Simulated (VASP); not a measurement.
# W (Fm-3m) in VASP: a series of runs, part 2 of 2

VASP 6.6.1. Earlier steps stand in the parts before.

### 3 Relaxation of cell and atoms, LDA

This run uses another cell than the first one, of 15.88 Å³/atom.

INCAR reads:

```
PREC = Accurate
ENCUT = 500
EDIFF = 1E-7
ISMEAR = -1
SIGMA = 0.05
LREAL = False
LASPH = True
NELM = 120
ALGO = Normal
ISIF = 3
LWAVE = False
LCHARG = False
IBRION = 2
NSW = 60
EDIFFG = -0.03
GGA_COMPAT = False
NELMIN = 4
```

KPOINTS reads:

```
regular mesh
0
Gamma
  11 11 11
```

POSCAR reads:

```
W
1.0
    0.0000000000      1.9950000000      1.9950000000
    1.9950000000      0.0000000000      1.9950000000
    1.9950000000      1.9950000000      0.0000000000
W
1
Direct
    0.0000000000      0.0000000000      0.0000000000
```

Potentials or basis: VASP PAW LDA potentials, release 64 (W_sv).

On the command line:

```console
cat potpaw_LDA.64/W_sv/POTCAR > POTCAR
mpirun -np 1 vasp_std > vasp.out
```

OUTCAR:

```text
PREC = Accurate
   ENCUT = 500
   EDIFF = 1E-7
   ISMEAR = -1
   LREAL = False
   LASPH = True
   NELM = 120
   ISIF = 3
   IBRION = 2
   NSW = 60
   EDIFFG = -0.03
   NELMIN = 4

 ion  position               nearest neighbor table
   1  0.000  0.000  0.000-

  LATTYP: Found a face centered cubic cell.
 ALAT       =     3.9900000000

  Lattice vectors:

 A1 = (   0.0000000000,   1.9950000000,   1.9950000000)
 A2 = (   1.9950000000,   0.0000000000,   1.9950000000)
 A3 = (   1.9950000000,   1.9950000000,   0.0000000000)

Analysis of symmetry for initial positions (statically):
=====================================================================
 Subroutine PRICEL returns:
 Original cell was already a primitive cell.

 Routine SETGRP: Setting up the symmetry group for a
 face centered cubic supercell.

 Subroutine GETGRP returns: Found 48 space group operations
 (whereof 48 operations were pure point group operations)
 out of a pool of 48 trial point group operations.

The static configuration has the point symmetry O_h .

Analysis of symmetry for dynamics (positions and initial velocities):
=====================================================================
 Subroutine PRICEL returns:
 Original cell was already a primitive cell.

 Routine SETGRP: Setting up the symmetry group for a
 face centered cubic supercell.

 Subroutine GETGRP returns: Found 48 space group operations
 (whereof 48 operations were pure point group operations)
 out of a pool of 48 trial point group operations.

The dynamic configuration has the point symmetry O_h .

 Subroutine INISYM returns: Found 48 space group operations
 (whereof 48 operations are pure point group operations),
 and found     1 'primitive' translations

----------------------------------------------------------------------------------------

                                     Primitive cell

  volume of cell :      15.8803

  direct lattice vectors                    reciprocal lattice vectors
     0.000000000  1.995000000  1.995000000    -0.250626566  0.250626566  0.250626566
[... 127 lines left out ...]
 Free energy of the ion-electron system (eV)
  ---------------------------------------------------
  ext. energy  EPLUGINS =         0.00000000
  ---------------------------------------------------
  free energy    TOTEN  =       -13.62118698 eV

  energy without entropy =      -13.61256922  energy(sigma->0) =      -13.61687810

------------------------ aborting loop because EDIFF is reached ----------------------------------------

  FORCE on cell =-STRESS in cart. coord.  units (eV):
  Direction    XX          YY          ZZ          XY          YZ          ZX
  --------------------------------------------------------------------------------------
  -------------------------------------------------------------------------------------
  Total       -0.1436081     -0.1436081     -0.1436081      0.0000000     -0.0000000      0.0000000
  in kB      -14.4887459    -14.4887459    -14.4887459      0.0000000     -0.0000000      0.0000000
  external PRESSURE =     -14.4887459 kB  Pullay stress =       0.0000000 kB
[... 57 lines left out ...]
--------------------------------------- Ionic step        3  -------------------------------------------

 number of electron      13.9999999 magnetization

 Free energy of the ion-electron system (eV)
  ---------------------------------------------------
  ext. energy  EPLUGINS =         0.00000000
  ---------------------------------------------------
  free energy    TOTEN  =       -13.62150966 eV

  energy without entropy =      -13.61285354  energy(sigma->0) =      -13.61718160

 E-fermi :  10.8254     XC(G=0): -13.8359

 val. band max:       10.7592135634   @ k =  -0.2727   0.0909   0.0000
 cond. band min:      10.8458174722   @ k =   0.1818   0.0909   0.0000
 fundamental gap:      0.0866039089
 Fermi energy:        10.8253626903

 k-point     1 :       0.0000    0.0000    0.0000
  band No.  band energies     occupation
      1     -62.2979      2.00000
      2     -26.1209      2.00000
      3     -26.1209      2.00000
      4     -26.1209      2.00000
      5       1.7893      2.00000
      6      10.2398      1.99998
      7      10.2398      1.99998
      8      10.2398      1.99998
      9      13.4957      0.00000
     10      13.4957      0.00000
     11      23.8026      0.00000
[... 309 lines left out ...]
 k-point    24 :      -0.1818    0.1818    0.0000
  band No.  band energies     occupation
      1     -62.2118      2.00000
      2     -26.8647      2.00000
      3     -26.4333      2.00000
      4     -26.2093      2.00000
      5       5.0724      2.00000
      6       8.6783      2.00000
      7      10.1489      2.00000
      8      11.7889      0.00000
      9      11.8886      0.00000
     10      15.5880      0.00000
     11      25.5572      0.00000

 [... further k-points ...]

------------------------ aborting loop because EDIFF is reached ----------------------------------------

  FORCE on cell =-STRESS in cart. coord.  units (eV):
  Direction    XX          YY          ZZ          XY          YZ          ZX
  --------------------------------------------------------------------------------------
  -------------------------------------------------------------------------------------
  Total       -0.0010207     -0.0010207     -0.0010207      0.0000000     -0.0000000      0.0000000
  in kB       -0.1034426     -0.1034426     -0.1034426      0.0000000     -0.0000000      0.0000000
  external PRESSURE =      -0.1034426 kB  Pullay stress =       0.0000000 kB
[... 16 lines left out ...]
  FREE ENERGIE OF THE ION-ELECTRON SYSTEM (eV)
  ---------------------------------------------------
  free  energy   TOTEN  =       -13.6215096567 eV

  energy  without entropy=      -13.6128535359  energy(sigma->0) =      -13.61718160

 reached required accuracy - stopping structural energy minimisation
```

OSZICAR:

```text
N       E                     dE             d eps       ncg     rms          rms(c)
DAV:   1     0.742180340723E+02    0.74218E+02   -0.76163E+03  1232   0.141E+03
DAV:   2    -0.126823542519E+02   -0.86900E+02   -0.84228E+02  1331   0.326E+02
[... 19 lines left out ...]
DAV:   1    -0.136576850360E+02   -0.40418E-01   -0.85843E-01  1274   0.148E+01    0.240E+00
DAV:   2    -0.136264522298E+02    0.31233E-01   -0.47921E-02  1271   0.297E+00    0.544E-01
DAV:   3    -0.136214701143E+02    0.49821E-02   -0.13747E-02  1289   0.156E+00    0.408E-01
DAV:   4    -0.136215132095E+02   -0.43095E-04   -0.37976E-04  1283   0.263E-01    0.473E-02
DAV:   5    -0.136215096994E+02    0.35100E-05   -0.14156E-05  1334   0.475E-02    0.152E-03
DAV:   6    -0.136215096567E+02    0.42747E-07   -0.16031E-07  1110   0.539E-03
   3 F= -.13621510E+02 E0= -.13617182E+02  d E =-.322674E-03
```

It took 6.9 s on 1 thread of Intel Xeon 6975P-C (Granite Rapids), shared host; peak memory 0.13 GiB.

Results:

* Free energy: -13.6215 eV
* Relaxed volume: 15.81 Å³/atom
* Relaxed cell: a = 2.817 Å, b = 2.817 Å, c = 2.817 Å, α = 60.00°, β = 60.00°, γ = 60.00°
* Space group after relaxing (to 0.1 Å): Fm-3m (No. 225)
* Energy gained by relaxing: 0.3 meV/atom
* Ionic steps: 3
* Pressure after relaxing: 0.0 GPa
* Band gap on the k mesh: zero (bands 7 and 8 overlap by 3.64 eV)

The path:
```csv
step,energy change (eV),largest force (eV/Å),pressure (GPa),volume (Å³)
1,0.0000,0.0000,-1.45,15.88
2,0.0039,0.0000,5.36,15.55
3,-0.0003,0.0000,-0.01,15.81
```

Final structure:
```
W
1.0
     0.00000    1.99202    1.99202
     1.99202    0.00000    1.99202
     1.99202    1.99202    0.00000
W
1
Direct
  0.00000 0.00000 0.00000
```

Caveat: spin-orbit coupling is left out, which moves the levels of the heavy elements.
